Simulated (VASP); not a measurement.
# Hf3B5 (Im-3m) in VASP: a series of runs

The runs below take Hf3B5 through single point, with PBE.

Program: VASP 6.6.1. These are calculated values, not measurements. Logs are shortened: lines on timing, memory, paths and dates and some standing lists are left out, and cuts for length are marked.

### 1 The cell of the first run

The structure is cubic, space group Im-3m (No. 229). Conventional cell: a = 5.734 Å, b = 5.734 Å, c = 5.734 Å, α = 90.00°, β = 90.00°, γ = 90.00°. Within 3.3 Å of Hf (site symmetry 4/mmm) lie 10 B at 2.48 to 2.87 Å and 4 Hf at 2.87 Å. Within 3.3 Å of B (site symmetry m-3m) lie 8 B at 2.48 Å and 6 Hf at 2.87 Å. Within 3.3 Å of B (site symmetry -3m) lie 6 Hf at 2.48 Å and 8 B at 2.48 to 2.87 Å.

### 2 Single point, PBE

INCAR

```
SYSTEM = Hf3B5
PREC = Accurate ; ENCUT = 520
EDIFF = 1E-6 ; ISMEAR = 0
SIGMA = 0.1 ; LREAL = .False.
LASPH = .True. ; NELM = 80
ALGO = Normal ; ISIF = 2
LWAVE = .False. ; LCHARG = .True.
GGA = PE ; LELF = .True.
LVHAR = .True. ; NBANDS = 32
```

KPOINTS

```
regular mesh
0
Gamma
  4 4 4
  0 0 0
```

POSCAR

```
Hf3B5
1.0
   -2.8669309800      2.8669309800      2.8669309800
    2.8669309800     -2.8669309800      2.8669309800
    2.8669309800      2.8669309800     -2.8669309800
Hf B
3 5
Direct
    0.0000000000      0.5000000000      0.5000000000
    0.5000000000      0.5000000000      0.0000000000
    0.5000000000      0.0000000000      0.5000000000
    0.0000000000      0.0000000000      0.0000000000
    0.0000000000      0.0000000000      0.5000000000
    0.0000000000      0.5000000000      0.0000000000
    0.5000000000      0.0000000000      0.0000000000
    0.5000000000      0.5000000000      0.5000000000
```

Potentials or basis: VASP PAW PBE potentials, release 64 (Hf_pv, B).

Launch:

```console
cat potpaw_PBE.64/Hf_pv/POTCAR potpaw_PBE.64/B/POTCAR > POTCAR
mpirun -np 1 vasp_std > vasp.out
```

OUTCAR:

```text
SYSTEM = Hf3B5
   PREC = Accurate
   ENCUT = 520
   EDIFF = 1E-6
   ISMEAR = 0
   LREAL = .False.
   LASPH = .True.
   NELM = 80
   ISIF = 2
   GGA = PE

 ion  position               nearest neighbor table
   1  0.000  0.500  0.500-   5 2.48   6 2.48   7 2.48   8 2.48   6 2.48   5 2.48   8 2.48   7 2.48
                             4 2.87   4 2.87   2 2.87   2 2.87   3 2.87   3 2.87
   2  0.500  0.500  0.000-   5 2.48   6 2.48   7 2.48   8 2.48   8 2.48   7 2.48   6 2.48   5 2.48
                             4 2.87   3 2.87   1 2.87   1 2.87   4 2.87   3 2.87
   3  0.500  0.000  0.500-   5 2.48   6 2.48   7 2.48   8 2.48   7 2.48   8 2.48   5 2.48   6 2.48
                             4 2.87   2 2.87   1 2.87   4 2.87   1 2.87   2 2.87
   4  0.000  0.000  0.000-   1 2.87   2 2.87   3 2.87   1 2.87   3 2.87   2 2.87
   5  0.000  0.000  0.500-   1 2.48   2 2.48   3 2.48   1 2.48   3 2.48   2 2.48
   6  0.000  0.500  0.000-   1 2.48   2 2.48   3 2.48   1 2.48   2 2.48   3 2.48
   7  0.500  0.000  0.000-   1 2.48   2 2.48   3 2.48   3 2.48   2 2.48   1 2.48
   8  0.500  0.500  0.500-   1 2.48   2 2.48   3 2.48   2 2.48   3 2.48   1 2.48

  LATTYP: Found a body centered cubic cell.
 ALAT       =     5.7338619600

  Lattice vectors:

 A1 = (  -2.8669309800,   2.8669309800,   2.8669309800)
 A2 = (   2.8669309800,  -2.8669309800,   2.8669309800)
 A3 = (   2.8669309800,   2.8669309800,  -2.8669309800)

Analysis of symmetry for initial positions (statically):
=====================================================================
 Subroutine PRICEL returns:
 Original cell was already a primitive cell.

 Routine SETGRP: Setting up the symmetry group for a
 body centered cubic supercell.

 Subroutine GETGRP returns: Found 48 space group operations
 (whereof 48 operations were pure point group operations)
 out of a pool of 48 trial point group operations.

The static configuration has the point symmetry O_h .

Analysis of symmetry for dynamics (positions and initial velocities):
=====================================================================
 Subroutine PRICEL returns:
 Original cell was already a primitive cell.

 Routine SETGRP: Setting up the symmetry group for a
 body centered cubic supercell.

 Subroutine GETGRP returns: Found 48 space group operations
 (whereof 48 operations were pure point group operations)
 out of a pool of 48 trial point group operations.

The dynamic configuration has the point symmetry O_h .

 Subroutine INISYM returns: Found 48 space group operations
 (whereof 48 operations are pure point group operations),
 and found     1 'primitive' translations

----------------------------------------------------------------------------------------

                                     Primitive cell

  volume of cell :      94.2566

  direct lattice vectors                    reciprocal lattice vectors
    -2.866930980  2.866930980  2.866930980     0.000000000  0.174402524  0.174402524
     2.866930980 -2.866930980  2.866930980     0.174402524  0.000000000  0.174402524
     2.866930980  2.866930980 -2.866930980     0.174402524  0.174402524  0.000000000

  length of vectors
     4.965670119  4.965670119  4.965670119     0.246642415  0.246642415  0.246642415

  position of ions in fractional coordinates (direct lattice)
     0.000000000  0.500000000  0.500000000
     0.500000000  0.500000000  0.000000000
     0.500000000  0.000000000  0.500000000
     0.000000000  0.000000000  0.000000000
     0.000000000  0.000000000  0.500000000
     0.000000000  0.500000000  0.000000000
     0.500000000  0.000000000  0.000000000
     0.500000000  0.500000000  0.500000000

  ion indices of the primitive-cell ions
   primitive index   ion index
                 1           1
                 2           2
                 3           3
                 4           4
                 5           5
                 6           6
                 7           7
                 8           8

----------------------------------------------------------------------------------------

 KPOINTS: regular mesh

Automatic generation of k-mesh.
 Grid dimensions read from file:
 generate k-points for:    4    4    4

 Generating k-lattice:

  Cartesian coordinates                     Fractional coordinates (reciprocal lattice)
     0.000000000  0.043600631  0.043600631     0.250000000  0.000000000  0.000000000
     0.043600631  0.000000000  0.043600631     0.000000000  0.250000000  0.000000000
     0.043600631  0.043600631  0.000000000     0.000000000  0.000000000  0.250000000

  Length of vectors
     0.061660604  0.061660604  0.061660604

  Shift w.r.t. Gamma in fractional coordinates (k-lattice)
     0.000000000  0.000000000  0.000000000

 Subroutine IBZKPT returns following result:
 ===========================================

 Found      8 irreducible k-points:

 Following reciprocal coordinates:
            Coordinates               Weight
  0.000000  0.000000  0.000000      1.000000
  0.250000  0.000000  0.000000     12.000000
  0.500000  0.000000  0.000000      6.000000
  0.250000  0.250000  0.000000     24.000000
  0.250000  0.250000  0.250000      2.000000
 -0.250000  0.250000  0.250000      6.000000
  0.500000  0.500000  0.250000     12.000000
  0.500000  0.500000  0.500000      1.000000
   k-points           NKPTS =      8   k-points in BZ     NKDIM =      8   number of bands    NBANDS=     32
   number of dos      NEDOS =    301   number of ions     NIONS =      8
   total plane-waves  NPLWV =  64000
   dimension x,y,z NGX =    40 NGY =   40 NGZ =   40
   dimension x,y,z NGXF=    80 NGYF=   80 NGZF=   80
   ions per type =               3   5
   NGX,Y,Z   is equivalent  to a cutoff of  13.39, 13.39, 13.39 a.u.
   NGXF,Y,Z  is equivalent  to a cutoff of  26.78, 26.78, 26.78 a.u.
 SYSTEM =  Hf3B5
   PREC   = accura    normal or accurate (medium, high low for compatibility)
   ISTART =      0    job   : 0-new  1-cont  2-samecut
   ICHARG =      2    charge: 1-file 2-atom 10-const
   ISPIN  =      1    spin polarized calculation?
   LNONCOLLINEAR =      F non collinear calculations
   LSORBIT =      F    spin-orbit coupling
   LASPH  =      T    aspherical Exc in radial PAW
   ENCUT  =  520.0 eV  38.22 Ry    6.18 a.u.   9.23  9.23  9.23*2*pi/ulx,y,z
   NELM   =     80;   NELMIN=  2; NELMDL= -5     # of ELM steps
   EDIFF  = 0.1E-05   stopping-criterion for ELM
   LREAL  =      F    real-space projection
   EDIFFG = 0.1E-04   stopping-criterion for IOM
   NSW    =      0    number of steps for IOM
   IBRION =     -1    ionic relax: 0-MD 1-quasi-New 2-CG
   NFREE  =      0    steps in history (QN), initial steepest desc. (CG)
   ISIF   =      2    stress and relaxation
   ISYM   =      2    0-nonsym 1-usesym 2-fastsym
   POTIM  = 0.5000    time-step for ionic-motion
   TEBEG  =    0.0;   TEEND  =   0.0 temperature during run
   PSTRESS=    0.0 pullay stress
   NELECT =      45.0000    total number of electrons
   NUPDOWN=      -1.0000    fix difference up-down
   EMIN   =  10.00;   EMAX   =-10.00  energy-range for DOS
   EFERMI =   0.00;   METHOD = LEGACY
   ISMEAR =     0;   SIGMA  =   0.10  broadening in eV -4-tet -1-fermi 0-gaus
   EFERMI_NEDOS =   21; number of points for ismear=-14 and -15
   IALGO  =     38    algorithm
   IMIX   =      4    mixing-type and parameters
     AMIX     =   0.40;   BMIX     =  1.00
     AMIX_MAG =   1.60;   BMIX_MAG =  1.00
  volume/ion in A,a.u.               =      11.78        79.51
  Fermi-wavevector in a.u.,A,eV,Ry     =   1.279504  2.417913 22.274525  1.637131
  Thomas-Fermi vector in A             =   2.411986
   LORBIT       =      0    0 simple, 1 ext, 2 COOP (PROOUT), +10 PAW based schemes
   GGA     = PE    functional components
   LHFCALC =     F    Hartree Fock is set to
   AEXX    =    0.0000 exact exchange contribution
   IVDW    =     0    specifies the selected vdW correction
   LEPSILON=     F    determine dielectric tensor
   LRPA    =     F    only Hartree local field effects (RPA)
 non-spin polarized calculation
 Gauss-broadening in eV      SIGMA  =   0.10
  energy-cutoff  :      520.00
  volume of cell :       94.26
 maximum number of plane-waves:      2556
 NGX is ok and might be reduce to    40
   NGX = 19   NGY = 19   NGZ = 19

 number of electron      45.0000003 magnetization

 Free energy of the ion-electron system (eV)
  ---------------------------------------------------
  ext. energy  EPLUGINS =         0.00000000
  ---------------------------------------------------
  free energy    TOTEN  =       -59.56263471 eV

  energy without entropy =      -59.52869747  energy(sigma->0) =      -59.54566609

 E-fermi :   5.9915     XC(G=0): -12.0426

 val. band max:        5.9888146754   @ k =   0.5000   0.5000   0.2500
 cond. band min:       6.3575575499   @ k =   0.5000   0.5000   0.2500
 fundamental gap:      0.3687428745
 Fermi energy:         5.9915357208

 k-point     1 :       0.0000    0.0000    0.0000
  band No.  band energies     occupation
      1     -24.5101      2.00000
      2     -24.5101      2.00000
      3     -24.5101      2.00000
      4     -24.0224      2.00000
      5     -24.0224      2.00000
      6     -24.0224      2.00000
[... 24 lines left out ...]
     31      10.0027      0.00000
     32      10.1853      0.00000

 k-point     2 :       0.2500    0.0000    0.0000
  band No.  band energies     occupation
      1     -24.5127      2.00000
      2     -24.3683      2.00000
      3     -24.3559      2.00000
      4     -24.0391      2.00000
      5     -24.0185      2.00000
      6     -24.0107      2.00000
[... 24 lines left out ...]
     31      10.1258      0.00000
     32      10.1476      0.00000

 k-point     3 :       0.5000    0.0000    0.0000
  band No.  band energies     occupation
      1     -24.5153      2.00000
      2     -24.1062      2.00000
      3     -24.0494      2.00000
      4     -24.0146      2.00000
      5     -23.9883      2.00000
      6     -23.9851      2.00000
[... 24 lines left out ...]
     31       9.7224      0.00000
     32      10.7117      0.00000

 k-point     4 :       0.2500    0.2500    0.0000
  band No.  band energies     occupation
      1     -24.3764      2.00000
      2     -24.3649      2.00000
      3     -24.0865      2.00000
      4     -24.0204      2.00000
      5     -23.9965      2.00000
      6     -23.9842      2.00000
[... 24 lines left out ...]
     31       9.9566      0.00000
     32      10.3524      0.00000

 k-point     5 :       0.2500    0.2500    0.2500
  band No.  band energies     occupation
      1     -24.0721      2.00000
      2     -24.0112      2.00000
      3     -24.0112      2.00000
      4     -24.0112      2.00000
      5     -23.9862      2.00000
      6     -23.9862      2.00000
[... 24 lines left out ...]
     31       9.3247      0.00000
     32      10.7236      0.00000

 k-point     6 :      -0.2500    0.2500    0.2500
  band No.  band energies     occupation
      1     -24.5238      2.00000
      2     -24.5238      2.00000
      3     -24.1106      2.00000
      4     -24.0072      2.00000
      5     -24.0072      2.00000
      6     -23.9819      2.00000
[... 24 lines left out ...]
     31      10.1259      0.00000
     32      10.1259      0.00000

 k-point     7 :       0.5000    0.5000    0.2500
  band No.  band energies     occupation
      1     -24.5346      2.00000
      2     -24.4044      2.00000
      3     -24.3919      2.00000
      4     -23.9965      2.00000
      5     -23.9963      2.00000
      6     -23.9697      2.00000
[... 24 lines left out ...]
     31      10.1019      0.00000
     32      10.6917      0.00000

 k-point     8 :       0.5000    0.5000    0.5000
  band No.  band energies     occupation
      1     -24.5527      2.00000
      2     -24.5527      2.00000
      3     -24.5527      2.00000
      4     -23.9791      2.00000
      5     -23.9791      2.00000
      6     -23.9791      2.00000
[... 24 lines left out ...]
     31       8.4209      0.00000
     32       9.3144      0.00000

------------------------ aborting loop because EDIFF is reached ----------------------------------------

  FORCE on cell =-STRESS in cart. coord.  units (eV):
  Direction    XX          YY          ZZ          XY          YZ          ZX
  --------------------------------------------------------------------------------------
  -------------------------------------------------------------------------------------
  Total        2.0704675      2.0704675      2.0704675      0.0000000      0.0000000     -0.0000000
  in kB       35.1938917     35.1938917     35.1938917      0.0000000      0.0000000     -0.0000000
  external PRESSURE =      35.1938917 kB  Pullay stress =       0.0000000 kB

 VOLUME and BASIS-vectors are now :
 -----------------------------------------------------------------------------
  energy-cutoff  :      520.00
  volume of cell :       94.26
      direct lattice vectors                 reciprocal lattice vectors
    -2.866930980  2.866930980  2.866930980     0.000000000  0.174402524  0.174402524
     2.866930980 -2.866930980  2.866930980     0.174402524  0.000000000  0.174402524
     2.866930980  2.866930980 -2.866930980     0.174402524  0.174402524  0.000000000

 POSITION                                       TOTAL-FORCE (eV/Angst)
 -----------------------------------------------------------------------------------
      2.86693      0.00000      0.00000         0.000000     -0.000000      0.000000
      0.00000      0.00000      2.86693        -0.000000      0.000000     -0.000000
      0.00000      2.86693      0.00000         0.000000     -0.000000      0.000000
      0.00000      0.00000      0.00000         0.000000     -0.000000     -0.000000
      1.43347      1.43347     -1.43347         0.000000     -0.000000     -0.000000
      1.43347     -1.43347      1.43347        -0.000000     -0.000000     -0.000000
     -1.43347      1.43347      1.43347         0.000000      0.000000     -0.000000
      1.43347      1.43347      1.43347         0.000000      0.000000     -0.000000
 -----------------------------------------------------------------------------------
    total drift:                               -0.000000     -0.000000      0.000000

  FREE ENERGIE OF THE ION-ELECTRON SYSTEM (eV)
  ---------------------------------------------------
  free  energy   TOTEN  =       -59.5626347128 eV

  energy  without entropy=      -59.5286974708  energy(sigma->0) =      -59.54566609
```

Wall time 21 s (1 thread of Intel Xeon 6975P-C (Granite Rapids), shared host); peak memory 0.24 GiB.

Results:

| Quantity | Value |
| --- | --- |
| Free energy | -59.5626 eV |
| Pressure | 3.5 GPa |

Caveat: the k points lie up to 0.39 Å⁻¹ apart; spin-orbit coupling is left out, which moves the levels of the heavy elements.

### 3 Single point, PBE

This run uses another cell than the first one, of 12.01 Å³/atom, 1.019 times its volume.

INCAR

```
SYSTEM = Hf3B5
  PREC = Accurate
  ENCUT = 520
  EDIFF = 1E-6
  ISMEAR = 0
  SIGMA = 0.1
  LREAL = .FALSE.
  LASPH = .TRUE.
  NELM = 100
  ALGO = Normal
  ISIF = 2
  LWAVE = .FALSE.
  LCHARG = .TRUE.
  GGA = PE
  LELF = .TRUE.
  LVHAR = .TRUE.
  NBANDS = 32
```

KPOINTS

```
regular mesh
0
G
  10 10 10
  0 0 0
```

POSCAR: that of step 2 with these lines changed.

```diff
@@ -2,5 +2,5 @@
 1.0
-   -2.8669309800      2.8669309800      2.8669309800
-    2.8669309800     -2.8669309800      2.8669309800
-    2.8669309800      2.8669309800     -2.8669309800
+   -2.8849412746      2.8849412746      2.8849412746
+    2.8849412746     -2.8849412746      2.8849412746
+    2.8849412746      2.8849412746     -2.8849412746
 Hf B
```

Potentials or basis: VASP PAW PBE potentials, release 64 (Hf_pv, B).

Launch:

```console
cat potpaw_PBE.64/Hf_pv/POTCAR potpaw_PBE.64/B/POTCAR > POTCAR
mpirun -np 1 vasp_std > vasp.out
```

Run time: 70 s. Hardware: 1 thread of Intel Xeon 6975P-C (Granite Rapids), shared host; peak memory 0.3 GiB.

Results (log left out):

* Free energy: -59.4773 eV
* Pressure: -0.1 GPa

Levels at points of the mesh, in eV from the Fermi level:
| k point | band 18 | band 19 | band 20 | band 21 | band 22 | band 23 | band 24 | band 25 | band 26 | band 27 |
| --- | --- | --- | --- | --- | --- | --- | --- | --- | --- | --- |
| (0.00, 0.00, 0.00) | -1.76 | -1.76 | -1.76 | -1.68 | -1.68 | 2.05 | 2.05 | 2.27 | 2.27 | 2.27 |
| (0.50, 0.00, 0.00) | -3.01 | -2.60 | -2.00 | -1.17 | -0.22 | -0.14 | 1.07 | 1.24 | 1.65 | 2.40 |
| (0.50, 0.50, 0.50) | -4.56 | -2.40 | -0.71 | -0.22 | -0.22 | -0.22 | 1.84 | 1.84 | 1.84 | 2.01 |

Caveat: spin-orbit coupling is left out, which moves the levels of the heavy elements.
